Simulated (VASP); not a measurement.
# Sn3Mo2 (Pm-3m) in VASP: single point with PBE

Aim: the single point of Sn3Mo2 with PBE.

Everything below comes from runs of VASP 6.6.1. Logs are shortened: lines on timing, memory, paths and dates and some standing lists are left out, and cuts for length are marked.

## 1. The cell of the first run

It takes space group Pm-3m (No. 221, cubic). Conventional cell: a = 5.246 Å, b = 5.246 Å, c = 5.246 Å, α = 90.00°, β = 90.00°, γ = 90.00°. Sn (site symmetry 4/mmm) has 2 Mo at 2.62 Å within 3.5 Å. Within 3.5 Å of Mo (site symmetry m-3m) lie 6 Sn at 2.62 Å. Mo (site symmetry m-3m) has 12 Sn at 3.71 Å and 8 Mo at 4.54 Å within 4.9 Å.

The cell was generated, and may not be a known phase.

## 2. Single point, PBE, collinear spin

Contents of INCAR:

```
PREC     = Accurate       # precision mode
ENCUT    = 520            # plane-wave cutoff, eV
EDIFF    = 1E-6           # SCF threshold, eV
ISMEAR   = 0              # smearing method
SIGMA    = 0.1            # smearing width, eV
LREAL    = False          # projectors in reciprocal space
LASPH    = True           # aspherical terms in the spheres
NELM     = 150            # most SCF steps
ALGO     = Fast           # electronic algorithm
ISIF     = 2              # what is computed and relaxed
LWAVE    = False          # write WAVECAR
LCHARG   = False          # write CHGCAR
ISPIN    = 2              # spin polarisation
MAGMOM   = 0 0 0 0.52 4.56 # initial moments
LORBIT   = 11             # projections on sites
LMAXMIX  = 4              # l up to which the mixer works
GGA      = PE             # functional
NBANDS   = 47             # bands
```

Contents of KPOINTS:

```
regular mesh
0
Gamma
  8 8 8
```

Contents of POSCAR:

```
Sn3Mo2
1.0
    5.2462245742      0.0000000000      0.0000000000
    0.0000000000      5.2462245742      0.0000000000
    0.0000000000      0.0000000000      5.2462245742
Sn Mo
3 2
Direct
    0.5000000000      0.0000000000      0.0000000000
    0.0000000000      0.5000000000      0.0000000000
    0.0000000000      0.0000000000      0.5000000000
    0.0000000000      0.0000000000      0.0000000000
    0.5000000000      0.5000000000      0.5000000000
```

Potentials or basis: VASP PAW PBE potentials, release 64 (Sn_d, Mo_sv).

Command:

```bash
$ cat potpaw_PBE.64/Sn_d/POTCAR potpaw_PBE.64/Mo_sv/POTCAR > POTCAR
$ mpirun -np 1 vasp_std > vasp.out
```

OUTCAR:

```text
PREC = Accurate
   ENCUT = 520
   EDIFF = 1E-6
   ISMEAR = 0
   LREAL = False
   LASPH = True
   NELM = 150
   ISIF = 2
   ISPIN = 2
   LORBIT = 11
   GGA = PE

 ion  position               nearest neighbor table
   1  0.500  0.000  0.000-   4 2.62   4 2.62   2 3.71   3 3.71   2 3.71   2 3.71   3 3.71   3 3.71
                             3 3.71   2 3.71
   2  0.000  0.500  0.000-   4 2.62   4 2.62   1 3.71   3 3.71   1 3.71   3 3.71   3 3.71   3 3.71
                             1 3.71   1 3.71
   3  0.000  0.000  0.500-   4 2.62   4 2.62   1 3.71   1 3.71   2 3.71   2 3.71   2 3.71   2 3.71
                             1 3.71   1 3.71
   4  0.000  0.000  0.000-   1 2.62   2 2.62   3 2.62   3 2.62   2 2.62   1 2.62
   5  0.500  0.500  0.500-

  LATTYP: Found a simple cubic cell.
 ALAT       =     5.2462245742

  Lattice vectors:

 A1 = (   5.2462245742,   0.0000000000,   0.0000000000)
 A2 = (   0.0000000000,   5.2462245742,   0.0000000000)
 A3 = (   0.0000000000,   0.0000000000,   5.2462245742)

Analysis of symmetry for initial positions (statically):
=====================================================================
 Subroutine PRICEL returns:
 Original cell was already a primitive cell.

 Routine SETGRP: Setting up the symmetry group for a
 simple cubic supercell.

 Subroutine GETGRP returns: Found 48 space group operations
 (whereof 48 operations were pure point group operations)
 out of a pool of 48 trial point group operations.

The static configuration has the point symmetry O_h .

Analysis of symmetry for dynamics (positions and initial velocities):
=====================================================================
 Subroutine PRICEL returns:
 Original cell was already a primitive cell.

 Routine SETGRP: Setting up the symmetry group for a
 simple cubic supercell.

 Subroutine GETGRP returns: Found 48 space group operations
 (whereof 48 operations were pure point group operations)
 out of a pool of 48 trial point group operations.

The dynamic configuration has the point symmetry O_h .

Analysis of structural, dynamic, and magnetic symmetry:
=====================================================================
 Subroutine PRICEL returns:
 Original cell was already a primitive cell.

 Routine SETGRP: Setting up the symmetry group for a
 simple cubic supercell.

 Subroutine GETGRP returns: Found 48 space group operations
 (whereof 48 operations were pure point group operations)
 out of a pool of 48 trial point group operations.

The overall configuration has the point symmetry O_h .

 Subroutine INISYM returns: Found 48 space group operations
 (whereof 48 operations are pure point group operations),
 and found     1 'primitive' translations

----------------------------------------------------------------------------------------

                                     Primitive cell

  volume of cell :     144.3912

  direct lattice vectors                    reciprocal lattice vectors
     5.246224574  0.000000000  0.000000000     0.190613266  0.000000000  0.000000000
     0.000000000  5.246224574  0.000000000     0.000000000  0.190613266  0.000000000
     0.000000000  0.000000000  5.246224574     0.000000000  0.000000000  0.190613266

  length of vectors
     5.246224574  5.246224574  5.246224574     0.190613266  0.190613266  0.190613266

  position of ions in fractional coordinates (direct lattice)
     0.500000000  0.000000000  0.000000000
     0.000000000  0.500000000  0.000000000
     0.000000000  0.000000000  0.500000000
     0.000000000  0.000000000  0.000000000
     0.500000000  0.500000000  0.500000000

  ion indices of the primitive-cell ions
   primitive index   ion index
                 1           1
                 2           2
                 3           3
                 4           4
                 5           5

----------------------------------------------------------------------------------------

 KPOINTS: regular mesh

Automatic generation of k-mesh.
 Grid dimensions read from file:
 generate k-points for:    8    8    8

 Generating k-lattice:

  Cartesian coordinates                     Fractional coordinates (reciprocal lattice)
     0.023826658  0.000000000  0.000000000     0.125000000  0.000000000  0.000000000
     0.000000000  0.023826658  0.000000000     0.000000000  0.125000000  0.000000000
     0.000000000  0.000000000  0.023826658     0.000000000  0.000000000  0.125000000

  Length of vectors
     0.023826658  0.023826658  0.023826658

  Shift w.r.t. Gamma in fractional coordinates (k-lattice)
     0.000000000  0.000000000  0.000000000

 Subroutine IBZKPT returns following result:
 ===========================================

 Found     35 irreducible k-points:

 Following reciprocal coordinates:
            Coordinates               Weight
  0.000000  0.000000  0.000000      1.000000
  0.125000  0.000000  0.000000      6.000000
  0.250000  0.000000  0.000000      6.000000
  0.375000  0.000000  0.000000      6.000000
  0.500000  0.000000  0.000000      3.000000
  0.125000  0.125000  0.000000     12.000000
[... 16 lines left out ...]
  0.375000  0.375000  0.125000     24.000000
  0.500000  0.375000  0.125000     24.000000
 [... further k-points ...]
   k-points           NKPTS =     35   k-points in BZ     NKDIM =     35   number of bands    NBANDS=     47
   number of dos      NEDOS =    301   number of ions     NIONS =      5
   total plane-waves  NPLWV =  64000
   dimension x,y,z NGX =    40 NGY =   40 NGZ =   40
   dimension x,y,z NGXF=    80 NGYF=   80 NGZF=   80
   ions per type =               3   2
   NGX,Y,Z   is equivalent  to a cutoff of  12.68, 12.68, 12.68 a.u.
   NGXF,Y,Z  is equivalent  to a cutoff of  25.35, 25.35, 25.35 a.u.
 SYSTEM =  unknown system
   PREC   = accura    normal or accurate (medium, high low for compatibility)
   ISTART =      0    job   : 0-new  1-cont  2-samecut
   ICHARG =      2    charge: 1-file 2-atom 10-const
   ISPIN  =      2    spin polarized calculation?
   LNONCOLLINEAR =      F non collinear calculations
   LSORBIT =      F    spin-orbit coupling
   LASPH  =      T    aspherical Exc in radial PAW
   ENCUT  =  520.0 eV  38.22 Ry    6.18 a.u.   9.75  9.75  9.75*2*pi/ulx,y,z
   NELM   =    150;   NELMIN=  2; NELMDL= -5     # of ELM steps
   EDIFF  = 0.1E-05   stopping-criterion for ELM
   LREAL  =      F    real-space projection
   EDIFFG = 0.1E-04   stopping-criterion for IOM
   NSW    =      0    number of steps for IOM
   IBRION =     -1    ionic relax: 0-MD 1-quasi-New 2-CG
   NFREE  =      0    steps in history (QN), initial steepest desc. (CG)
   ISIF   =      2    stress and relaxation
   ISYM   =      2    0-nonsym 1-usesym 2-fastsym
   POTIM  = 0.5000    time-step for ionic-motion
   TEBEG  =    0.0;   TEEND  =   0.0 temperature during run
   PSTRESS=    0.0 pullay stress
   NELECT =      70.0000    total number of electrons
   NUPDOWN=      -1.0000    fix difference up-down
   EMIN   =  10.00;   EMAX   =-10.00  energy-range for DOS
   EFERMI =   0.00;   METHOD = LEGACY
   ISMEAR =     0;   SIGMA  =   0.10  broadening in eV -4-tet -1-fermi 0-gaus
   EFERMI_NEDOS =   21; number of points for ismear=-14 and -15
   IALGO  =     68    algorithm
   IMIX   =      4    mixing-type and parameters
     AMIX     =   0.40;   BMIX     =  1.00
     AMIX_MAG =   1.60;   BMIX_MAG =  1.00
  volume/ion in A,a.u.               =      28.88       194.88
  Fermi-wavevector in a.u.,A,eV,Ry     =   1.286058  2.430298 22.503298  1.653946
  Thomas-Fermi vector in A             =   2.418155
   LORBIT       =     11    0 simple, 1 ext, 2 COOP (PROOUT), +10 PAW based schemes
   GGA     = PE    functional components
   LHFCALC =     F    Hartree Fock is set to
   AEXX    =    0.0000 exact exchange contribution
   IVDW    =     0    specifies the selected vdW correction
   LEPSILON=     F    determine dielectric tensor
   LRPA    =     F    only Hartree local field effects (RPA)
 spin polarized calculation
 RMM-DIIS sequential band-by-band and
 Gauss-broadening in eV      SIGMA  =   0.10
  energy-cutoff  :      520.00
  volume of cell :      144.39
 maximum number of plane-waves:      3916
 NGX is ok and might be reduce to    40
   NGX = 19   NGY = 19   NGZ = 19

 number of electron      69.9999976 magnetization       5.5602123

 Free energy of the ion-electron system (eV)
  ---------------------------------------------------
  ext. energy  EPLUGINS =         0.00000000
  ---------------------------------------------------
  free energy    TOTEN  =       -27.78237719 eV

  energy without entropy =      -27.76640476  energy(sigma->0) =      -27.77439097

 E-fermi :   6.3885     XC(G=0):  -9.8305

 val. band max:        6.3744460491   @ k =   0.2500   0.2500   0.0000
 cond. band min:       6.3885976844   @ k =   0.1250   0.0000   0.0000
 fundamental gap:      0.0141516353
 Fermi energy:         6.3885345920

 spin component 1

 k-point     1 :       0.0000    0.0000    0.0000
  band No.  band energies     occupation
      1     -55.2101      1.00000
      2     -54.0835      1.00000
      3     -29.4405      1.00000
      4     -29.4405      1.00000
      5     -29.4405      1.00000
      6     -28.2903      1.00000
[... 39 lines left out ...]
     46       9.2667      0.00000
     47      12.7809      0.00000

 k-point     2 :       0.1250    0.0000    0.0000
  band No.  band energies     occupation
      1     -55.2101      1.00000
      2     -54.0835      1.00000
      3     -29.4406      1.00000
      4     -29.4405      1.00000
      5     -29.4405      1.00000
      6     -28.2927      1.00000
[... 1092 lines left out ...]
 k-point    24 :       0.5000    0.3750    0.1250
  band No.  band energies     occupation
      1     -55.2101      1.00000
      2     -54.0829      1.00000
      3     -29.4409      1.00000
      4     -29.4408      1.00000
      5     -29.4406      1.00000
      6     -28.3071      1.00000
[... 39 lines left out ...]
     46      11.4011      0.00000
     47      12.1998      0.00000

 [... further k-points ...]

 spin component 2

 k-point     1 :       0.0000    0.0000    0.0000
  band No.  band energies     occupation
      1     -53.6883      1.00000
      2     -52.7961      1.00000
      3     -27.8541      1.00000
      4     -27.8541      1.00000
      5     -27.8541      1.00000
      6     -26.7539      1.00000
[... 39 lines left out ...]
     46       9.6403      0.00000
     47      13.7802      0.00000

 k-point     2 :       0.1250    0.0000    0.0000
  band No.  band energies     occupation
      1     -53.6882      1.00000
      2     -52.7961      1.00000
      3     -27.8566      1.00000
      4     -27.8542      1.00000
      5     -27.8542      1.00000
      6     -26.7540      1.00000
[... 1092 lines left out ...]
 k-point    24 :       0.5000    0.3750    0.1250
  band No.  band energies     occupation
      1     -53.6876      1.00000
      2     -52.7961      1.00000
      3     -27.8717      1.00000
      4     -27.8693      1.00000
      5     -27.8575      1.00000
      6     -26.7543      1.00000
[... 39 lines left out ...]
     46      12.5638      0.00000
     47      12.6796      0.00000

 [... further k-points ...]

------------------------ aborting loop because EDIFF is reached ----------------------------------------

  FORCE on cell =-STRESS in cart. coord.  units (eV):
  Direction    XX          YY          ZZ          XY          YZ          ZX
  --------------------------------------------------------------------------------------
  -------------------------------------------------------------------------------------
  Total        0.0266526      0.0266526      0.0266526      0.0000000      0.0000000     -0.0000000
  in kB        0.2957398      0.2957398      0.2957398      0.0000000      0.0000000     -0.0000000
  external PRESSURE =       0.2957398 kB  Pullay stress =       0.0000000 kB

 VOLUME and BASIS-vectors are now :
 -----------------------------------------------------------------------------
  energy-cutoff  :      520.00
  volume of cell :      144.39
      direct lattice vectors                 reciprocal lattice vectors
     5.246224574  0.000000000  0.000000000     0.190613266  0.000000000  0.000000000
     0.000000000  5.246224574  0.000000000     0.000000000  0.190613266  0.000000000
     0.000000000  0.000000000  5.246224574     0.000000000  0.000000000  0.190613266

 POSITION                                       TOTAL-FORCE (eV/Angst)
 -----------------------------------------------------------------------------------
      2.62311      0.00000      0.00000         0.000000      0.000000      0.000000
      0.00000      2.62311      0.00000         0.000000      0.000000      0.000000
      0.00000      0.00000      2.62311         0.000000      0.000000      0.000000
      0.00000      0.00000      0.00000         0.000000      0.000000      0.000000
      2.62311      2.62311      2.62311         0.000000      0.000000      0.000000
 -----------------------------------------------------------------------------------
    total drift:                               -0.000000      0.000000     -0.000000

  FREE ENERGIE OF THE ION-ELECTRON SYSTEM (eV)
  ---------------------------------------------------
  free  energy   TOTEN  =       -27.7823771915 eV

  energy  without entropy=      -27.7664047565  energy(sigma->0) =      -27.77439097

 total charge

# of ion       s       p       d       tot
------------------------------------------
    1        1.231   1.037   9.991  12.258
    2        1.231   1.037   9.991  12.258
    3        1.231   1.037   9.991  12.258
    4        2.310   6.169   4.142  12.622
    5        2.221   5.976   3.902  12.099
--------------------------------------------------
tot          8.224  15.256  38.016  61.496

 magnetization (x)

# of ion       s       p       d       tot
------------------------------------------
    1        0.018  -0.016   0.009   0.011
    2        0.018  -0.016   0.009   0.011
    3        0.018  -0.016   0.009   0.011
    4        0.018   0.014   0.605   0.637
    5        0.158   0.022   3.627   3.807
--------------------------------------------------
tot          0.229  -0.010   4.259   4.478
```

Run time: 8 min. Hardware: 1 thread of Oxide Virtual Turin-like, shared host; peak memory 0.46 GiB.

What came out:

- Free energy: -27.7824 eV
- Pressure: 0.0 GPa
- Net moment: 5.56 μB per cell
- Site moments: Sn +0.01; Mo +0.64, +3.81 μB
- Valence electrons inside the program's atomic spheres: Sn 12.26; Mo 12.62, 12.10

Levels at points of the mesh, in eV from the Fermi level:
Spin up:
| k point | band 35 | band 36 | band 37 | band 38 | band 39 | band 40 | band 41 | band 42 |
| --- | --- | --- | --- | --- | --- | --- | --- | --- |
| (0.00, 0.00, 0.00) | -0.44 | -0.44 | -0.44 | -0.28 | 1.59 | 1.59 | 1.59 | 2.19 |
| (0.50, 0.00, 0.00) | -0.93 | -0.65 | 0.03 | 0.03 | 1.79 | 2.02 | 2.02 | 2.11 |
| (0.50, 0.50, 0.00) | -0.56 | -0.56 | -0.11 | -0.04 | -0.04 | 0.03 | 3.02 | 3.09 |
| (0.50, 0.50, 0.50) | -1.06 | -0.84 | -0.84 | -0.84 | 0.93 | 0.93 | 0.93 | 4.30 |
Spin down:
| k point | band 29 | band 30 | band 31 | band 32 | band 33 | band 34 | band 35 | band 36 |
| --- | --- | --- | --- | --- | --- | --- | --- | --- |
| (0.00, 0.00, 0.00) | -2.17 | -0.29 | -0.29 | -0.29 | 1.01 | 1.01 | 1.33 | 1.57 |
| (0.50, 0.00, 0.00) | -1.67 | -1.61 | -1.61 | -0.58 | -0.58 | -0.19 | 1.52 | 1.84 |
| (0.50, 0.50, 0.00) | -2.12 | -1.77 | -1.77 | -0.04 | 0.20 | 0.20 | 0.96 | 1.49 |
| (0.50, 0.50, 0.50) | -3.32 | -3.32 | -2.11 | -2.11 | 0.71 | 1.55 | 1.55 | 1.55 |

Caveat: spin-orbit coupling is left out, which moves the levels of the heavy elements.
